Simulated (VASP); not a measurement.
# MgF2 (P4_2/mnm) in VASP: further runs

The runs below take MgF2 through single point, relaxation of shape and atoms at fixed volume, with PBEsol.

Program: VASP 6.6.1. These are calculated values, not measurements. Logs are shortened: lines on timing, memory, paths and dates and some standing lists are left out, and cuts for length are marked.

## Step 1: The cell of the first run

It takes space group P4_2/mnm (No. 136, tetragonal). Conventional cell: a = 4.639 Å, b = 4.639 Å, c = 3.062 Å, α = 90.00°, β = 90.00°, γ = 90.00°. Mg (site symmetry mmm) has 6 F at 1.99 to 2.00 Å within 2.6 Å. F (site symmetry m2m) has 3 Mg at 1.99 to 2.00 Å and 1 F at 2.58 Å within 2.6 Å.

## Step 2: Single point, PBEsol

Input file INCAR:

```
SYSTEM = MgF2
PREC = Accurate ; ENCUT = 600
EDIFF = 1E-6 ; ISMEAR = 0
SIGMA = 0.02 ; LREAL = .FALSE.
LASPH = .TRUE. ; NELM = 120
ALGO = Normal ; ISIF = 2
LWAVE = .FALSE. ; LCHARG = .FALSE.
GGA = PS ; NBANDS = 25
GGA_COMPAT = .FALSE.
```

Input file KPOINTS:

```
Automatic mesh
0
G
  6 6 8
  0 0 0
```

Input file POSCAR:

```
MgF2
1.0
    4.6387877434      0.0000000000      0.0000000000
    0.0000000000      4.6387877434      0.0000000000
    0.0000000000      0.0000000000      3.0621929218
Mg F
2 4
Direct
    0.0000000000      0.0000000000      0.0000000000
    0.5000000000      0.5000000000      0.5000000000
    0.3033761532      0.3033761532      0.0000000000
    0.1966238468      0.8033761532      0.5000000000
    0.6966238468      0.6966238468      0.0000000000
    0.8033761532      0.1966238468      0.5000000000
```

Potentials or basis: VASP PAW PBE potentials, release 64 (Mg, F).

Launch:

```bash
$ cat potpaw_PBE.64/Mg/POTCAR potpaw_PBE.64/F/POTCAR > POTCAR
$ mpirun -np 1 vasp_std > vasp.out
```

OUTCAR:

```text
SYSTEM = MgF2
   PREC = Accurate
   ENCUT = 600
   EDIFF = 1E-6
   ISMEAR = 0
   LREAL = .FALSE.
   LASPH = .TRUE.
   NELM = 120
   ISIF = 2
   GGA = PS

 ion  position               nearest neighbor table
   1  0.000  0.000  0.000-   3 1.99   5 1.99   4 2.00   6 2.00   4 2.00   6 2.00   2 3.62   2 3.62
                             2 3.62   2 3.62   2 3.62   2 3.62   2 3.62   2 3.62
   2  0.500  0.500  0.500-   4 1.99   6 1.99   5 2.00   3 2.00   3 2.00   5 2.00   1 3.62   1 3.62
                             1 3.62   1 3.62   1 3.62   1 3.62   1 3.62   1 3.62
   3  0.303  0.303  0.000-   1 1.99   2 2.00   2 2.00
   4  0.197  0.803  0.500-   2 1.99   1 2.00   1 2.00
   5  0.697  0.697  0.000-   1 1.99   2 2.00   2 2.00
   6  0.803  0.197  0.500-   2 1.99   1 2.00   1 2.00

  LATTYP: Found a simple tetragonal cell.
 ALAT       =     4.6387877434
 C/A-ratio  =     0.6601278375

  Lattice vectors:

 A1 = (   4.6387877434,   0.0000000000,   0.0000000000)
 A2 = (   0.0000000000,   4.6387877434,   0.0000000000)
 A3 = (   0.0000000000,   0.0000000000,   3.0621929218)

Analysis of symmetry for initial positions (statically):
=====================================================================
 Subroutine PRICEL returns:
 Original cell was already a primitive cell.

 Routine SETGRP: Setting up the symmetry group for a
 simple tetragonal supercell.

 Subroutine GETGRP returns: Found 16 space group operations
 (whereof  8 operations were pure point group operations)
 out of a pool of 16 trial point group operations.

The static configuration has the point symmetry D_2h.
 The point group associated with its full space group is D_4h.

Analysis of symmetry for dynamics (positions and initial velocities):
=====================================================================
 Subroutine PRICEL returns:
 Original cell was already a primitive cell.

 Routine SETGRP: Setting up the symmetry group for a
 simple tetragonal supercell.

 Subroutine GETGRP returns: Found 16 space group operations
 (whereof  8 operations were pure point group operations)
 out of a pool of 16 trial point group operations.

The dynamic configuration has the point symmetry D_2h.
 The point group associated with its full space group is D_4h.

 Subroutine INISYM returns: Found 16 space group operations
 (whereof  8 operations are pure point group operations),
 and found     1 'primitive' translations

[... 105 lines left out ...]
   NSW    =      0    number of steps for IOM
   IBRION =     -1    ionic relax: 0-MD 1-quasi-New 2-CG
   NFREE  =      0    steps in history (QN), initial steepest desc. (CG)
   ISIF   =      2    stress and relaxation
   ISYM   =      2    0-nonsym 1-usesym 2-fastsym
   POTIM  = 0.5000    time-step for ionic-motion
   TEBEG  =    0.0;   TEEND  =   0.0 temperature during run
   PSTRESS=    0.0 pullay stress
   NELECT =      32.0000    total number of electrons
   NUPDOWN=      -1.0000    fix difference up-down
   EMIN   =  10.00;   EMAX   =-10.00  energy-range for DOS
   EFERMI =   0.00;   METHOD = LEGACY
   ISMEAR =     0;   SIGMA  =   0.02  broadening in eV -4-tet -1-fermi 0-gaus
   EFERMI_NEDOS =   21; number of points for ismear=-14 and -15
   IALGO  =     38    algorithm
   IMIX   =      4    mixing-type and parameters
     AMIX     =   0.40;   BMIX     =  1.00
     AMIX_MAG =   1.60;   BMIX_MAG =  1.00
  volume/ion in A,a.u.               =      10.98        74.11
  Fermi-wavevector in a.u.,A,eV,Ry     =   1.286800  2.431699 22.529257  1.655854
  Thomas-Fermi vector in A             =   2.418852
   LORBIT       =      0    0 simple, 1 ext, 2 COOP (PROOUT), +10 PAW based schemes
   GGA     = PS    functional components
   LHFCALC =     F    Hartree Fock is set to
   AEXX    =    0.0000 exact exchange contribution
   IVDW    =     0    specifies the selected vdW correction
   LEPSILON=     F    determine dielectric tensor
   LRPA    =     F    only Hartree local field effects (RPA)
 non-spin polarized calculation
 Gauss-broadening in eV      SIGMA  =   0.02
  energy-cutoff  :      600.00
  volume of cell :       65.89
 maximum number of plane-waves:      2224
 NGX is ok and might be reduce to    40
   NGX = 19   NGY = 19   NGZ = 13

 number of electron      32.0000021 magnetization

 Free energy of the ion-electron system (eV)
  ---------------------------------------------------
  ext. energy  EPLUGINS =         0.00000000
  ---------------------------------------------------
  free energy    TOTEN  =       -32.61005545 eV

  energy without entropy =      -32.61005545  energy(sigma->0) =      -32.61005545

 E-fermi :  -1.2083     XC(G=0):  -9.9442

 val. band max:       -1.3629556093   @ k =   0.0000   0.0000   0.0000
 cond. band min:       5.5004332429   @ k =   0.0000   0.0000   0.0000
 fundamental gap:      6.8633888522
 Fermi energy:        -1.2082950236

 k-point     1 :       0.0000    0.0000    0.0000
  band No.  band energies     occupation
      1     -21.9778      2.00000
      2     -21.1700      2.00000
      3     -21.1700      2.00000
      4     -21.0817      2.00000
      5      -5.4576      2.00000
      6      -3.8627      2.00000
[... 661 lines left out ...]
     24      14.5377      0.00000
     25      16.0995      0.00000

 [... further k-points ...]

------------------------ aborting loop because EDIFF is reached ----------------------------------------

  FORCE on cell =-STRESS in cart. coord.  units (eV):
  Direction    XX          YY          ZZ          XY          YZ          ZX
  --------------------------------------------------------------------------------------
  -------------------------------------------------------------------------------------
  Total       -0.3842628     -0.3842628     -0.4086973      0.0000000      0.0000000      0.0000000
  in kB       -9.3432379     -9.3432379     -9.9373545      0.0000000      0.0000000      0.0000000
  external PRESSURE =      -9.5412768 kB  Pullay stress =       0.0000000 kB

 VOLUME and BASIS-vectors are now :
 -----------------------------------------------------------------------------
  energy-cutoff  :      600.00
  volume of cell :       65.89
      direct lattice vectors                 reciprocal lattice vectors
     4.638787743  0.000000000  0.000000000     0.215573563  0.000000000  0.000000000
     0.000000000  4.638787743  0.000000000     0.000000000  0.215573563  0.000000000
     0.000000000  0.000000000  3.062192922     0.000000000  0.000000000  0.326563357

 POSITION                                       TOTAL-FORCE (eV/Angst)
 -----------------------------------------------------------------------------------
      0.00000      0.00000      0.00000         0.000000     -0.000000      0.000000
      2.31939      2.31939      1.53110         0.000000     -0.000000      0.000000
      1.40730      1.40730      0.00000         0.001777      0.001777     -0.000000
      0.91210      3.72669      1.53110        -0.001777      0.001777     -0.000000
      3.23149      3.23149      0.00000        -0.001777     -0.001777      0.000000
      3.72669      0.91210      1.53110         0.001777     -0.001777      0.000000
 -----------------------------------------------------------------------------------
    total drift:                                0.000000      0.000000     -0.000000

  FREE ENERGIE OF THE ION-ELECTRON SYSTEM (eV)
  ---------------------------------------------------
  free  energy   TOTEN  =       -32.6100554458 eV

  energy  without entropy=      -32.6100554458  energy(sigma->0) =      -32.61005545
```

OSZICAR:

```text
N       E                     dE             d eps       ncg     rms          rms(c)
DAV:   1     0.190293347904E+03    0.19029E+03   -0.19077E+04  2564   0.135E+03
DAV:   2    -0.250241235224E+02   -0.21532E+03   -0.20638E+03  3108   0.304E+02
DAV:   3    -0.347005091606E+02   -0.96764E+01   -0.96481E+01  3147   0.625E+01
DAV:   4    -0.347554335890E+02   -0.54924E-01   -0.54919E-01  2803   0.531E+00
DAV:   5    -0.347557090049E+02   -0.27542E-03   -0.27541E-03  3122   0.367E-01    0.898E+00
DAV:   6    -0.325973041133E+02    0.21584E+01   -0.65833E+00  2806   0.184E+01    0.296E+00
DAV:   7    -0.325941657640E+02    0.31383E-02   -0.65138E-02  2693   0.172E+00    0.186E+00
DAV:   8    -0.326096207701E+02   -0.15455E-01   -0.46941E-02  2615   0.217E+00    0.203E-01
DAV:   9    -0.326096733652E+02   -0.52595E-04   -0.12856E-03  3192   0.256E-01    0.754E-02
DAV:  10    -0.326100548660E+02   -0.38150E-03   -0.28206E-04  2636   0.120E-01    0.130E-02
DAV:  11    -0.326100554458E+02   -0.57981E-06   -0.52182E-06  3161   0.193E-02
   1 F= -.32610055E+02 E0= -.32610055E+02  d E =-.419145E-30
```

Run time: 50 s. Hardware: 1 thread of Intel Xeon Platinum 8559C (Emerald Rapids), shared host; peak memory 0.23 GiB.

What came out:

- Free energy: -32.6101 eV
- Pressure: -1.0 GPa
- Band gap on the k mesh: 6.86 eV

Forces in eV/Å, atoms in the order of the input:
```
Mg   0.000  0.000  0.000
Mg   0.000  0.000  0.000
F    0.002  0.002  0.000
F   -0.002  0.002  0.000
F   -0.002 -0.002  0.000
F    0.002 -0.002  0.000
```

Levels at points of the mesh, in eV from the valence-band top:
```
           k point  band 13  band 14  band 15  band 16  band 17  band 18  band 19  band 20
(0.00, 0.00, 0.00)    -0.74    -0.32    -0.32     0.00     6.86    11.98    11.98    13.47
(0.50, 0.00, 0.00)    -0.98    -0.98    -0.38    -0.38     9.27     9.27    13.23    13.23
(0.50, 0.50, 0.00)    -0.95    -0.95    -0.77    -0.77    10.97    10.97    11.05    11.05
(0.00, 0.00, 0.50)    -1.15    -1.15    -0.85    -0.85    11.59    11.59    14.67    14.67
(0.50, 0.00, 0.50)    -0.73    -0.73    -0.66    -0.66    12.48    12.48    13.21    13.21
(0.50, 0.50, 0.50)    -0.60    -0.60    -0.48    -0.48    13.05    13.05    13.07    13.07
```

Caveat: the PAW data sets were made with another functional, which shifts forces and pressure a little. A k mesh can miss the band edges.

## Step 3: Single point, PBEsol (11.31 Å³/atom)

This run uses another cell than the first one, of 11.31 Å³/atom.

Input file INCAR:

```
SYSTEM = MgF2
PREC = Accurate
ENCUT = 600
EDIFF = 1E-6
ISMEAR = 0
SIGMA = 0.02
LREAL = .FALSE.
LASPH = .TRUE.
NELM = 120
ALGO = Normal
ISIF = 2
LWAVE = .FALSE.
LCHARG = .TRUE.
GGA = PS
LELF = .TRUE.
LVHAR = .TRUE.
NBANDS = 25
GGA_COMPAT = .FALSE.
```

Input file KPOINTS:

```
regular mesh
0
G
  6 6 8
  0 0 0
```

Input file POSCAR:

```
MgF2
1.0
    4.6886723274      0.0000000000      0.0000000000
    0.0000000000      4.6886723274      0.0000000000
    0.0000000000      0.0000000000      3.0873012561
Mg F
2 4
Direct
    0.0000000000      0.0000000000      0.0000000000
    0.5000000000      0.5000000000      0.5000000000
    0.3040321441      0.3040321441      0.0000000000
    0.1959678559      0.8040321441      0.5000000000
    0.6959678559      0.6959678559      0.0000000000
    0.8040321441      0.1959678559      0.5000000000
```

Potentials or basis: VASP PAW PBE potentials, release 64 (Mg, F).

Launch:

```bash
$ cat potpaw_PBE.64/Mg/POTCAR potpaw_PBE.64/F/POTCAR > POTCAR
$ mpirun -np 1 vasp_std > vasp.out
```

It took 78 s on 1 thread of Intel Xeon Platinum 8559C (Emerald Rapids), shared host; peak memory 0.24 GiB.

Results (log left out):

```yaml
Free_energy: -32.5880 eV
Pressure: -3.6 GPa
Band_gap_on_the_k_mesh: 6.67 eV
```

Stress tensor (GPa, compression positive):
```
-3.60  0.00  0.00
 0.00 -3.60  0.00
 0.00  0.00 -3.75
```

Levels at points of the mesh, in eV from the valence-band top:
| k point | band 14 | band 15 | band 16 | band 17 | band 18 | band 19 |
| --- | --- | --- | --- | --- | --- | --- |
| (0.00, 0.00, 0.00) | -0.31 | -0.31 | 0.00 | 6.67 | 11.80 | 11.80 |
| (0.50, 0.00, 0.00) | -0.96 | -0.37 | -0.37 | 9.05 | 9.05 | 13.03 |
| (0.50, 0.50, 0.00) | -0.91 | -0.74 | -0.74 | 10.67 | 10.67 | 10.86 |
| (0.00, 0.00, 0.50) | -1.09 | -0.82 | -0.82 | 11.36 | 11.36 | 14.48 |
| (0.50, 0.00, 0.50) | -0.71 | -0.63 | -0.63 | 12.27 | 12.27 | 12.93 |
| (0.50, 0.50, 0.50) | -0.58 | -0.48 | -0.48 | 12.74 | 12.74 | 12.91 |

Caveat: the cell stands under tension; the PAW data sets were made with another functional, which shifts forces and pressure a little. A k mesh can miss the band edges.

## Step 4: Single point, PBEsol (11.64 Å³/atom)

This run uses another cell than the first one, of 11.64 Å³/atom.

Input file INCAR:

```
PREC = Accurate
ENCUT = 600
EDIFF = 1E-6
ISMEAR = 0
SIGMA = 0.02
LREAL = F
LASPH = T
NELM = 120
ALGO = Normal
ISIF = 2
LWAVE = F
LCHARG = F
GGA = PS
NBANDS = 25
GGA_COMPAT = F
```

Input file KPOINTS:

```
regular mesh
0
Gamma
  6 6 8
```

Input file POSCAR:

```
MgF2
1.0
    4.7399917431      0.0000000000      0.0000000000
    0.0000000000      4.7399917431      0.0000000000
    0.0000000000      0.0000000000      3.1087961490
Mg F
2 4
Direct
    0.0000000000      0.0000000000      0.0000000000
    0.5000000000      0.5000000000      0.5000000000
    0.3047879132      0.3047879132      0.0000000000
    0.1952120868      0.8047879132      0.5000000000
    0.6952120868      0.6952120868      0.0000000000
    0.8047879132      0.1952120868      0.5000000000
```

Launch:

```bash
$ cat potpaw_PBE.64/Mg/POTCAR potpaw_PBE.64/F/POTCAR > POTCAR
$ mpirun -np 1 vasp_std > vasp.out
```

It took 79 s on 1 thread of Intel Xeon Platinum 8559C (Emerald Rapids), shared host; peak memory 0.23 GiB.

It converged, with:

| Item | Value |
| --- | --- |
| Free energy | -32.5355 eV |
| Pressure | -5.9 GPa |
| Band gap on the k mesh | 6.50 eV |

Forces in eV/Å, atoms in the order of the input:
```
Mg   0.000  0.000  0.000
Mg   0.000  0.000  0.000
F    0.002  0.002  0.000
F   -0.002  0.002  0.000
F   -0.002 -0.002  0.000
F    0.002 -0.002  0.000
```

Stress tensor (GPa, compression positive):
```
-5.82  0.00  0.00
 0.00 -5.82  0.00
 0.00  0.00 -5.97
```

Levels at points of the mesh, in eV from the valence-band top:
```csv
k point,band 14,band 15,band 16,band 17,band 18,band 19
"(0.00, 0.00, 0.00)",-0.31,-0.31,0.00,6.50,11.63,11.63
"(0.50, 0.00, 0.00)",-0.94,-0.36,-0.36,8.84,8.84,12.84
"(0.50, 0.50, 0.00)",-0.88,-0.71,-0.71,10.39,10.39,10.67
"(0.00, 0.00, 0.50)",-1.02,-0.79,-0.79,11.15,11.15,14.30
"(0.50, 0.00, 0.50)",-0.69,-0.61,-0.61,12.07,12.07,12.66
"(0.50, 0.50, 0.50)",-0.55,-0.47,-0.47,12.46,12.46,12.75
```

Caveat: the cell stands under tension; the PAW data sets were made with another functional, which shifts forces and pressure a little. A k mesh can miss the band edges.

## Step 5: Relaxation of shape and atoms at fixed volume, PBEsol (10.32 Å³/atom)

This run uses another cell than the first one, of 10.32 Å³/atom.

Input file INCAR:

```
  ALGO = Normal
  EDIFF = 1E-7
  EDIFFG = -0.01
  ENCUT = 600
  GGA = PS
  GGA_COMPAT = False
  IBRION = 2
  ISIF = 4
  ISMEAR = 0
  LASPH = True
  LCHARG = False
  LREAL = False
  LWAVE = False
  NELM = 120
  NELMIN = 4
  NSW = 50
  PREC = Accurate
  SIGMA = 0.02
```

Input file KPOINTS:

```
k-points
0
Gamma
  6 6 8
```

Input file POSCAR:

```
MgF2
1.0
    4.5398088876      0.0000000000      0.0000000000
    0.0000000000      4.5398088876      0.0000000000
    0.0000000000      0.0000000000      3.0053445029
Mg F
2 4
Direct
    0.0000000000      0.0000000000      0.0000000000
    0.5000000000      0.5000000000      0.5000000000
    0.3028752268      0.3028752268      0.0000000000
    0.1971247732      0.8028752268      0.5000000000
    0.6971247732      0.6971247732      0.0000000000
    0.8028752268      0.1971247732      0.5000000000
```

Launch:

```bash
$ cat potpaw_PBE.64/Mg/POTCAR potpaw_PBE.64/F/POTCAR > POTCAR
$ mpirun -np 1 vasp_std > vasp.out
```

It took 57 s on 1 thread of Intel Xeon Platinum 8559C (Emerald Rapids), shared host; peak memory 0.22 GiB.

The run converged. Its results:

```
Free energy                  : -32.5387 eV
Energy gained by relaxing    : 0.1 meV/atom
Ionic steps                  : 2
Pressure after relaxing      : 6.0 GPa
Largest force after relaxing : 0.010 eV/Å
Band gap on the k mesh       : 7.28 eV
```

Forces in eV/Å, atoms in the order of the input:
```
Mg   0.000  0.000  0.000
Mg   0.000  0.000  0.000
F   -0.007 -0.007  0.000
F    0.007 -0.007  0.000
F    0.007  0.007  0.000
F   -0.007  0.007  0.000
```

Stress tensor (GPa, compression positive):
```
5.96 0.00 0.00
0.00 5.96 0.00
0.00 0.00 6.09
```

Step by step:
```csv
step,energy change (eV),largest force (eV/Å),pressure (GPa),volume (Å³)
1,0.0000,0.0455,6.06,61.94
2,-0.0004,0.0098,6.00,61.94
```

Final structure:
```
Mg F
1.0
     4.53762    0.00000    0.00000
     0.00000    4.53762    0.00000
     0.00000    0.00000    3.00824
Mg F
2 4
Direct
  0.00000 0.00000 0.00000
  0.50000 0.50000 0.50000
  0.30253 0.30253 0.00000
  0.19747 0.80253 0.50000
  0.69747 0.69747 0.00000
  0.80253 0.19747 0.50000
```

Levels at points of the mesh, in eV from the valence-band top:
```tsv
k point	band 12	band 13	band 14	band 15	band 16	band 17	band 18	band 19	band 20
(0.00, 0.00, 0.00)	-1.31	-0.75	-0.33	-0.33	0.00	7.28	12.38	12.38	13.79
(0.50, 0.00, 0.00)	-1.47	-1.03	-1.03	-0.41	-0.41	9.76	9.76	13.66	13.66
(0.50, 0.50, 0.00)	-1.37	-1.01	-1.01	-0.85	-0.85	11.49	11.49	11.62	11.62
(0.00, 0.00, 0.50)	-1.51	-1.29	-1.29	-0.93	-0.93	12.09	12.09	15.08	15.08
(0.50, 0.00, 0.50)	-1.46	-0.78	-0.78	-0.72	-0.72	12.96	12.96	13.80	13.80
(0.50, 0.50, 0.50)	-1.47	-0.66	-0.66	-0.50	-0.50	13.40	13.40	13.72	13.72
```

Caveat: the PAW data sets were made with another functional, which shifts forces and pressure a little.

## Step 6: The runs side by side

| task | cell | gap on the mesh (eV) | pressure (GPa) |
| --- | --- | --- | --- |
| single point | a = 4.639, b = 4.639, c = 3.062 Å, 6 atoms | 6.86 | -1.0 |
| single point | a = 4.689, b = 4.689, c = 3.087 Å, 6 atoms | 6.67 | -3.6 |
| single point | a = 4.740, b = 4.740, c = 3.109 Å, 6 atoms | 6.50 | -5.9 |
| relaxation of shape and atoms at fixed volume | relaxed from a = 4.540, b = 4.540, c = 3.005 Å, 6 atoms | 7.28 | 6.0 |

Alike in all rows: level PBEsol; potentials or basis VASP PAW PBE potentials, release 64 (Mg, F); no spin polarisation; k mesh 6 × 6 × 8; cutoff (eV) 600; smearing gaussian 0.02 eV.

Caveats: the PAW data sets were made with another functional, which shifts forces and pressure a little; the cell stands under tension (at least some runs).

Total energies depend on the potentials used, so only differences within one code and one set of settings carry meaning.
